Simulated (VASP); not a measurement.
Runs of VASP 6.6.1 on Te2Mo. The cell holds a slab with vacuum, 6 atoms: a = 6.414 Å, b = 3.508 Å, c = 36.362 Å, α = 90.23°, β = 90.78°, γ = 90.33°. 

| k mesh | gap on the mesh (eV) | largest force (eV/Å) |
| --- | --- | --- |
| 1 × 2 × 1 | (a) | 1.79 |
| 2 × 4 × 1 | 0.07 | 1.09 |
| 4 × 6 × 1 | none | 1.12 |
| 4 × 4 × 1 | 0.06 | 1.15 |
| 6 × 8 × 1 | none | 1.11 |
| 1 × 1 × 1 | - | 3.73 |

Alike in all rows: task single point; level LDA; potentials or basis VASP PAW LDA potentials, release 64 (Te, Mo_sv); no spin polarisation; cell as given; cutoff (eV) 520; smearing gaussian 0.1 eV.

Question: Fill in the values left out.

Answer: (a) 0.64.

Caveats: some runs use coarse meshes; spin-orbit coupling is left out, which moves the levels of the heavy elements.

A k mesh can miss the band edges, and the runs leave out spin-orbit coupling on Mo, Te.

A gap of «none» marks levels without a gap at the run's occupations.
